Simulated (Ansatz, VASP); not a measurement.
Two plane-wave programs on NaH

```
Na H
1.0
     2.94412    0.00000    0.00000
     0.00000    2.93239    0.00000
     0.00000    0.00000    2.93239
Na H
1 1
Direct
  0.00000 0.00000 0.00000
  0.50000 0.50000 0.50000
```

Change from the starting cell: uniaxial_x strain +0.4%.

Alike in both runs: task single point; functional PBE; k mesh 8 × 8 × 8; occupations fermi-dirac, width 0.02 eV; no spin polarisation.

|  | VASP | Ansatz |
| --- | --- | --- |
| version | VASP 6.6.1 | Ansatz 0.2.0 |
| potentials or method | VASP PAW PBE potentials, release 64 (Na_pv, H) | plane waves, PAW |
| plane-wave cutoff (eV) | 520 | 420 |
| valence electrons in the cell | 8 | 10 |

```csv
,VASP,Ansatz,Ansatz less VASP
gap on the k mesh at the Fermi level (eV),1.01,1.01,+0.002
pressure (GPa),0.6,0.7,+0.07
"traceless stress, the component that is largest in VASP (GPa)",-0.31,-0.31,+0.001
```

With one functional, cell and mesh, what is left measures potentials, basis and numerics. VASP's potentials hold 8 valence electrons a cell and Ansatz's 10, so a difference there can come from the potentials and not from the codes.
